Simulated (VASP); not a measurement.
Input of a VASP 6.6.1 run:

INCAR

```
SYSTEM = LiMg12
ALGO = Normal
EDIFF = 1E-6
ENCUT = 520
GGA = PE
ISIF = 2
ISMEAR = 0
IVDW = 12
LASPH = .TRUE.
LCHARG = .TRUE.
LELF = .TRUE.
LREAL = .FALSE.
LVHAR = .TRUE.
LWAVE = .FALSE.
NBANDS = 26
NELM = 100
PREC = Accurate
SIGMA = 0.1
```

File KPOINTS:

```
k-points
0
G
  5 5 1
  0 0 0
```

POSCAR

```
LiMg12
1.0
    6.4200000000      0.0000000000      0.0000000000
    3.2100000000      5.5598830000      0.0000000000
    0.0000000000      0.0000000000     17.2130400000
Mg Li
12 1
Direct
    0.0000000000      0.0000000000      0.0580954904
    0.5000000000      0.0000000000      0.0580954904
   -0.0000000450      0.5000000899      0.0580954904
    0.4999999550      0.5000000899      0.0580954904
   -0.1635672661      0.3316987066      0.2101352812
    0.3343973486      0.3327757077      0.2071903627
   -0.1638224788      0.8317085090      0.2101518384
    0.3295134309      0.8351893376      0.2079521107
   -0.0087298893      0.0038236416      0.3682215344
    0.4984548597     -0.0047312147      0.3541472628
    0.0063239086      0.4966266376      0.3639926474
    0.4991273917      0.5065302633      0.3532586922
    0.4413122334      0.2836369039      0.4890087980
```

Potentials or basis: VASP PAW PBE potentials, release 64 (Mg, Li_sv).

Command:

```bash
$ cat potpaw_PBE.64/Mg/POTCAR potpaw_PBE.64/Li_sv/POTCAR > POTCAR
$ mpirun -np 1 vasp_std > vasp.out
```

**Question.** Estimate the band gap on the k mesh.

**Answer.** Zero (an odd number of electrons rules out a gap without spin polarisation).

**Question.** Estimate the largest force.

**Answer.** 0.036 eV/Å.

Forces in eV/Å, atoms in the order of the input:
```
Mg  -0.031  0.017  0.005
Mg   0.026  0.018  0.004
Mg   0.011 -0.006  0.012
Mg  -0.002 -0.031  0.003
Mg   0.003 -0.004 -0.009
Mg  -0.003 -0.002 -0.005
Mg   0.001  0.002  0.001
Mg   0.000  0.006 -0.006
Mg   0.004  0.002 -0.009
Mg   0.001 -0.005 -0.008
Mg   0.003  0.000 -0.004
Mg   0.000  0.002 -0.001
Li  -0.012  0.002  0.016
```

Caveat: there is no dipole correction, which matters where the two faces differ.
